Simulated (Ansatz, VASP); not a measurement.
**Two plane-wave programs on ZnS**

```
Zn S
1.0
     3.80847    0.00000    0.00000
    -1.90423    3.29823    0.00000
     0.00000    0.00000   31.13635
Zn S
10 10
Direct
  0.00000 0.00000 0.59998
  0.66667 0.33333 0.20008
  0.66667 0.33333 0.80001
  0.33333 0.66667 0.69993
  0.00000 0.00000 0.30002
  0.00000 0.00000 0.00001
  0.33333 0.66667 0.90005
  0.66667 0.33333 0.50004
  0.33333 0.66667 0.10009
  0.33333 0.66667 0.40001
  0.00000 0.00000 0.07507
  0.00000 0.00000 0.67493
  0.33333 0.66667 0.97491
  0.33333 0.66667 0.47498
  0.66667 0.33333 0.57497
  0.33333 0.66667 0.77486
  0.66667 0.33333 0.27501
  0.33333 0.66667 0.17503
  0.00000 0.00000 0.37498
  0.66667 0.33333 0.87504
```

Alike in both runs: task electric field gradients; functional r2SCAN; k mesh 8 × 8 × 1; occupations fermi-dirac, width 0.02 eV; no spin polarisation.

|  | VASP | Ansatz |
| --- | --- | --- |
| version | VASP 6.6.1 | Ansatz 0.2.0 |
| potentials or method | VASP PAW PBE potentials, release 64 (Zn, S) | plane-wave PAW, scalar-relativistic |
| plane-wave cutoff (eV) | 520 | 500 |
| valence electrons in the cell | 180 | 180 |

VASP gave:

* gap on the k mesh at the Fermi level (eV): 2.73
* pressure (GPa): 0.1
* rms of the force components (eV/Å): 0.004
* size of Vzz on the site where it differs most (V/Å²): 0.6

Question: What did Ansatz give for the same quantities?

Answer: gap on the k mesh at the Fermi level (eV): 2.72; pressure (GPa): 0.1; rms of the force components (eV/Å): 0.002; size of Vzz on the site where it differs most (V/Å²): 0.6.

VASP's potentials were made for PBE, not for r2SCAN. Atom by atom the forces differ by 0.004 eV/Å (rms over components).
